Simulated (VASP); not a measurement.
# EuS (Fm-3m) in VASP: single point with PBEsol

Aim: the single point of EuS with PBEsol.

All numbers are computed with VASP 6.6.1; they aren't measurements. Logs are shortened: lines on timing, memory, paths and dates and some standing lists are left out, and cuts for length are marked.

### 1 The cell of the first run

The structure is cubic, space group Fm-3m (No. 225). The conventional cell has a = 5.957 Å, b = 5.957 Å, c = 5.957 Å, α = 90.00°, β = 90.00°, γ = 90.00°. Eu (site symmetry m-3m) has 6 S at 2.98 Å within 3.9 Å. Within 3.9 Å of S (site symmetry m-3m) lie 6 Eu at 2.98 Å.

### 2 Single point, PBEsol, collinear spin, ferromagnetic start

Contents of INCAR:

```
SYSTEM = EuS
PREC = Accurate
ENCUT = 600
EDIFF = 1E-6
ISMEAR = -1
SIGMA = 0.3
LREAL = .FALSE.
LASPH = .TRUE.
NELM = 200
ALGO = Normal
ISIF = 2
LWAVE = .FALSE.
LCHARG = .FALSE.
ISPIN = 2
MAGMOM = 4.9 0
LORBIT = 11
LMAXMIX = 6
GGA = PS
NBANDS = 22
GGA_COMPAT = .FALSE.
```

Contents of KPOINTS:

```
regular mesh
0
G
  7 7 7
  0 0 0
```

Contents of POSCAR:

```
EuS
1.0
    0.0000000000      2.9785000000      2.9785000000
    2.9785000000      0.0000000000      2.9785000000
    2.9785000000      2.9785000000      0.0000000000
Eu S
1 1
Direct
    0.0000000000      0.0000000000      0.0000000000
    0.5000000000      0.5000000000      0.5000000000
```

Potentials or basis: VASP PAW PBE potentials, release 64 (Eu, S).

Started as:

```console
$ cat potpaw_PBE.64/Eu/POTCAR potpaw_PBE.64/S/POTCAR > POTCAR
$ mpirun -np 1 vasp_std > vasp.out
```

OUTCAR:

```text
SYSTEM = EuS
   PREC = Accurate
   ENCUT = 600
   EDIFF = 1E-6
   ISMEAR = -1
   LREAL = .FALSE.
   LASPH = .TRUE.
   NELM = 200
   ISIF = 2
   ISPIN = 2
   LORBIT = 11
   GGA = PS

 ion  position               nearest neighbor table
   1  0.000  0.000  0.000-   2 2.98   2 2.98   2 2.98   2 2.98   2 2.98   2 2.98
   2  0.500  0.500  0.500-   1 2.98   1 2.98   1 2.98   1 2.98   1 2.98   1 2.98

  LATTYP: Found a face centered cubic cell.
 ALAT       =     5.9570000000

  Lattice vectors:

 A1 = (   0.0000000000,   2.9785000000,   2.9785000000)
 A2 = (   2.9785000000,   0.0000000000,   2.9785000000)
 A3 = (   2.9785000000,   2.9785000000,   0.0000000000)

Analysis of symmetry for initial positions (statically):
=====================================================================
 Subroutine PRICEL returns:
 Original cell was already a primitive cell.

 Routine SETGRP: Setting up the symmetry group for a
 face centered cubic supercell.

 Subroutine GETGRP returns: Found 48 space group operations
 (whereof 48 operations were pure point group operations)
 out of a pool of 48 trial point group operations.

The static configuration has the point symmetry O_h .

Analysis of symmetry for dynamics (positions and initial velocities):
=====================================================================
 Subroutine PRICEL returns:
 Original cell was already a primitive cell.

 Routine SETGRP: Setting up the symmetry group for a
 face centered cubic supercell.

 Subroutine GETGRP returns: Found 48 space group operations
 (whereof 48 operations were pure point group operations)
 out of a pool of 48 trial point group operations.

The dynamic configuration has the point symmetry O_h .

Analysis of structural, dynamic, and magnetic symmetry:
=====================================================================
 Subroutine PRICEL returns:
 Original cell was already a primitive cell.

 Routine SETGRP: Setting up the symmetry group for a
 face centered cubic supercell.

 Subroutine GETGRP returns: Found 48 space group operations
 (whereof 48 operations were pure point group operations)
 out of a pool of 48 trial point group operations.

The overall configuration has the point symmetry O_h .

 Subroutine INISYM returns: Found 48 space group operations
 (whereof 48 operations are pure point group operations),
 and found     1 'primitive' translations

----------------------------------------------------------------------------------------

                                     Primitive cell

  volume of cell :      52.8473

  direct lattice vectors                    reciprocal lattice vectors
     0.000000000  2.978500000  2.978500000    -0.167869733  0.167869733  0.167869733
     2.978500000  0.000000000  2.978500000     0.167869733 -0.167869733  0.167869733
     2.978500000  2.978500000  0.000000000     0.167869733  0.167869733 -0.167869733

  length of vectors
     4.212235096  4.212235096  4.212235096     0.290758907  0.290758907  0.290758907

  position of ions in fractional coordinates (direct lattice)
     0.000000000  0.000000000  0.000000000
     0.500000000  0.500000000  0.500000000

  ion indices of the primitive-cell ions
   primitive index   ion index
                 1           1
                 2           2

----------------------------------------------------------------------------------------

 KPOINTS: regular mesh

Automatic generation of k-mesh.
 Grid dimensions read from file:
 generate k-points for:    7    7    7

 Generating k-lattice:

  Cartesian coordinates                     Fractional coordinates (reciprocal lattice)
    -0.023981390  0.023981390  0.023981390     0.142857143  0.000000000  0.000000000
     0.023981390 -0.023981390  0.023981390     0.000000000  0.142857143  0.000000000
     0.023981390  0.023981390 -0.023981390     0.000000000  0.000000000  0.142857143

  Length of vectors
     0.041536987  0.041536987  0.041536987

  Shift w.r.t. Gamma in fractional coordinates (k-lattice)
     0.000000000  0.000000000  0.000000000

 Subroutine IBZKPT returns following result:
 ===========================================

 Found     20 irreducible k-points:

 Following reciprocal coordinates:
            Coordinates               Weight
  0.000000  0.000000  0.000000      1.000000
  0.142857  0.000000  0.000000      8.000000
  0.285714  0.000000  0.000000      8.000000
  0.428571  0.000000  0.000000      8.000000
  0.142857  0.142857  0.000000      6.000000
  0.285714  0.142857  0.000000     24.000000
[... 12 lines left out ...]
 -0.428571  0.428571  0.142857     24.000000
 -0.285714  0.428571  0.142857     24.000000
   k-points           NKPTS =     20   k-points in BZ     NKDIM =     20   number of bands    NBANDS=     22
   number of dos      NEDOS =    301   number of ions     NIONS =      2
   total plane-waves  NPLWV =  46656
   dimension x,y,z NGX =    36 NGY =   36 NGZ =   36
   dimension x,y,z NGXF=    72 NGYF=   72 NGZF=   72
   ions per type =               1   1
   NGX,Y,Z   is equivalent  to a cutoff of  14.21, 14.21, 14.21 a.u.
   NGXF,Y,Z  is equivalent  to a cutoff of  28.42, 28.42, 28.42 a.u.
 SYSTEM =  EuS
   PREC   = accura    normal or accurate (medium, high low for compatibility)
   ISTART =      0    job   : 0-new  1-cont  2-samecut
   ICHARG =      2    charge: 1-file 2-atom 10-const
   ISPIN  =      2    spin polarized calculation?
   LNONCOLLINEAR =      F non collinear calculations
   LSORBIT =      F    spin-orbit coupling
   LASPH  =      T    aspherical Exc in radial PAW
   ENCUT  =  600.0 eV  44.10 Ry    6.64 a.u.   8.41  8.41  8.41*2*pi/ulx,y,z
   NELM   =    200;   NELMIN=  2; NELMDL= -5     # of ELM steps
   EDIFF  = 0.1E-05   stopping-criterion for ELM
   LREAL  =      F    real-space projection
   EDIFFG = 0.1E-04   stopping-criterion for IOM
   NSW    =      0    number of steps for IOM
   IBRION =     -1    ionic relax: 0-MD 1-quasi-New 2-CG
   NFREE  =      0    steps in history (QN), initial steepest desc. (CG)
   ISIF   =      2    stress and relaxation
   ISYM   =      2    0-nonsym 1-usesym 2-fastsym
   POTIM  = 0.5000    time-step for ionic-motion
   TEBEG  =    0.0;   TEEND  =   0.0 temperature during run
   PSTRESS=    0.0 pullay stress
   NELECT =      23.0000    total number of electrons
   NUPDOWN=      -1.0000    fix difference up-down
   EMIN   =  10.00;   EMAX   =-10.00  energy-range for DOS
   EFERMI =   0.00;   METHOD = LEGACY
   ISMEAR =    -1;   SIGMA  =   0.30  broadening in eV -4-tet -1-fermi 0-gaus
   EFERMI_NEDOS =   21; number of points for ismear=-14 and -15
   IALGO  =     38    algorithm
   IMIX   =      4    mixing-type and parameters
     AMIX     =   0.40;   BMIX     =  1.00
     AMIX_MAG =   1.60;   BMIX_MAG =  1.00
  volume/ion in A,a.u.               =      26.42       178.32
  Fermi-wavevector in a.u.,A,eV,Ry     =   1.240633  2.344456 20.941667  1.539169
  Thomas-Fermi vector in A             =   2.375065
   LORBIT       =     11    0 simple, 1 ext, 2 COOP (PROOUT), +10 PAW based schemes
   GGA     = PS    functional components
   LHFCALC =     F    Hartree Fock is set to
   AEXX    =    0.0000 exact exchange contribution
   IVDW    =     0    specifies the selected vdW correction
   LEPSILON=     F    determine dielectric tensor
   LRPA    =     F    only Hartree local field effects (RPA)
 spin polarized calculation
  energy-cutoff  :      600.00
  volume of cell :       52.85
 maximum number of plane-waves:      1807
 NGX is ok and might be reduce to    36
   NGX = 17   NGY = 17   NGZ = 17

 number of electron      22.9999997 magnetization       6.8232585

 Free energy of the ion-electron system (eV)
  ---------------------------------------------------
  ext. energy  EPLUGINS =         0.00000000
  ---------------------------------------------------
  free energy    TOTEN  =       -20.70978473 eV

  energy without entropy =      -20.25489104  energy(sigma->0) =      -20.48233788

 E-fermi :   4.3327     XC(G=0):  -9.8629

 val. band max:        4.3055684318   @ k =  -0.4286   0.4286   0.0000
 cond. band min:       4.3885999390   @ k =   0.2857   0.2857   0.0000
 fundamental gap:      0.0830315072
 Fermi energy:         4.3326550362

 spin component 1

 k-point     1 :       0.0000    0.0000    0.0000
  band No.  band energies     occupation
      1     -37.6531      1.00000
      2     -16.2924      1.00000
      3     -16.2924      1.00000
      4     -16.2924      1.00000
      5      -9.2724      1.00000
      6       1.3647      0.99995
[... 14 lines left out ...]
     21       5.9759      0.00416
     22      11.4467      0.00000
[... 451 lines left out ...]
 k-point    20 :      -0.2857    0.4286    0.1429
  band No.  band energies     occupation
      1     -37.6367      1.00000
      2     -16.4660      1.00000
      3     -16.4615      1.00000
      4     -16.3773      1.00000
      5      -8.6768      1.00000
      6      -0.1080      1.00000
[... 14 lines left out ...]
     21      10.6274      0.00000
     22      11.9902      0.00000
 Fermi energy:         4.3326550362

 spin component 2

 k-point     1 :       0.0000    0.0000    0.0000
  band No.  band energies     occupation
      1     -34.6437      1.00000
      2     -14.0805      1.00000
      3     -14.0805      1.00000
      4     -14.0805      1.00000
      5      -9.2631      1.00000
      6       1.5741      0.99990
[... 14 lines left out ...]
     21       8.2665      0.00000
     22      12.3432      0.00000
[... 452 lines left out ...]
  band No.  band energies     occupation
      1     -34.6210      1.00000
      2     -14.3326      1.00000
      3     -14.3081      1.00000
      4     -14.1986      1.00000
      5      -8.6545      1.00000
      6       0.0754      1.00000
[... 14 lines left out ...]
     21      11.3957      0.00000
     22      12.8474      0.00000

------------------------ aborting loop because EDIFF is reached ----------------------------------------

  FORCE on cell =-STRESS in cart. coord.  units (eV):
  Direction    XX          YY          ZZ          XY          YZ          ZX
  --------------------------------------------------------------------------------------
  -------------------------------------------------------------------------------------
  Total       -2.0784554     -2.0784554     -2.0784554      0.0000000      0.0000000      0.0000000
  in kB      -63.0127564    -63.0127564    -63.0127564      0.0000000      0.0000000      0.0000000
  external PRESSURE =     -63.0127564 kB  Pullay stress =       0.0000000 kB

 VOLUME and BASIS-vectors are now :
 -----------------------------------------------------------------------------
  energy-cutoff  :      600.00
  volume of cell :       52.85
      direct lattice vectors                 reciprocal lattice vectors
     0.000000000  2.978500000  2.978500000    -0.167869733  0.167869733  0.167869733
     2.978500000  0.000000000  2.978500000     0.167869733 -0.167869733  0.167869733
     2.978500000  2.978500000  0.000000000     0.167869733  0.167869733 -0.167869733

 POSITION                                       TOTAL-FORCE (eV/Angst)
 -----------------------------------------------------------------------------------
      0.00000      0.00000      0.00000        -0.000000     -0.000000     -0.000000
      2.97850      2.97850      2.97850         0.000000      0.000000      0.000000
 -----------------------------------------------------------------------------------
    total drift:                               -0.000000      0.000000      0.000000

  FREE ENERGIE OF THE ION-ELECTRON SYSTEM (eV)
  ---------------------------------------------------
  free  energy   TOTEN  =       -20.7097847311 eV

  energy  without entropy=      -20.2548910366  energy(sigma->0) =      -20.48233788

 total charge

# of ion       s       p       d       f       tot
--------------------------------------------------
    1        2.023   5.714   0.349   6.561  14.647
    2        1.311   2.396   0.000   0.000   3.706
--------------------------------------------------
tot          3.334   8.109   0.349   6.561  18.353

 magnetization (x)

# of ion       s       p       d       f       tot
--------------------------------------------------
    1       -0.012  -0.100   0.087   6.524   6.500
    2       -0.006  -0.056   0.000   0.000  -0.061
--------------------------------------------------
tot         -0.017  -0.156   0.087   6.524   6.438
```

It took 91 s on 1 thread of AMD EPYC 7R43 (Zen 3), shared host; peak memory 0.24 GiB.

What came out:

```
Free energy                                           : -20.7098 eV
Pressure                                              : -6.3 GPa
Net moment                                            : 6.82 μB per cell
Site moments                                          : Eu +6.50; S -0.06 μB
Valence electrons inside the program's atomic spheres : Eu 14.65; S 3.71
```

Levels at points of the mesh, in eV from the Fermi level:
Spin up:
```csv
k point,band 11,band 12,band 13,band 14,band 15,band 16,band 17,band 18,band 19,band 20
"(0.00, 0.00, 0.00)",-0.95,-0.95,-0.59,-0.59,-0.59,0.53,0.79,0.79,0.79,1.64
```
Spin down:
```csv
k point,band 5,band 6,band 7,band 8,band 9,band 10,band 11,band 12
"(0.00, 0.00, 0.00)",-13.60,-2.76,-2.76,-2.76,1.03,1.49,1.49,1.49
```

Caveat: the cell stands under tension; so wide a smearing shifts energies and pressures; the PAW data sets were made with another functional, which shifts forces and pressure a little; spin-orbit coupling is left out, which moves the levels of the heavy elements; a cell with one magnetic atom can't hold antiferromagnetic order, which such compounds often take; semilocal functionals describe open f shells poorly, which spoils levels, moments and volumes. With open d or f shells a metallic result of PBEsol can be an artefact of self-interaction; +U or a hybrid may open a gap.
